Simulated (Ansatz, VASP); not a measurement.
## SiC: VASP beside Ansatz

```
Si C
1.0
     0.00000    2.14201    2.14201
     2.14201    0.00000    2.14201
     2.14201    2.14201    0.00000
Si C
1 1
Direct
  0.00353 0.99647 0.00353
  0.74174 0.75826 0.74174
```

Change from the starting cell: mode 6 frozen in at -0.036 Å, equal normal strain along x, y and z -0.0167.

Alike in both runs: task single point; functional PBEsol; k mesh 10 × 10 × 10; occupations gaussian, width 0.05 eV; no spin polarisation.

|  | VASP | Ansatz |
| --- | --- | --- |
| version | VASP 6.6.1 | Ansatz 0.2.0 |
| potentials or method | VASP PAW PBE potentials, release 64 (Si, C), cutoff 520 eV | scalar-relativistic, plane waves, PAW |
| valence electrons in the cell | 8 | 8 |

```csv
,VASP,Ansatz,Ansatz less VASP
gap on the k mesh at the Fermi level (eV),0.95,0.96,+0.010
least direct gap on the mesh (eV),4.37,4.38,+0.010
pressure (GPa),13.1,12.7,-0.40
"traceless stress, the component that is largest in VASP (GPa)",-4.73,-4.69,+0.039
rms of the force components (eV/Å),0.626,0.624,-0.0015
```

VASP's potentials were made for PBE, not for PBEsol. Atom by atom the forces differ by 0.001 eV/Å (rms over components). The functional is the same, so the differences come from potentials, cutoffs and numerics.
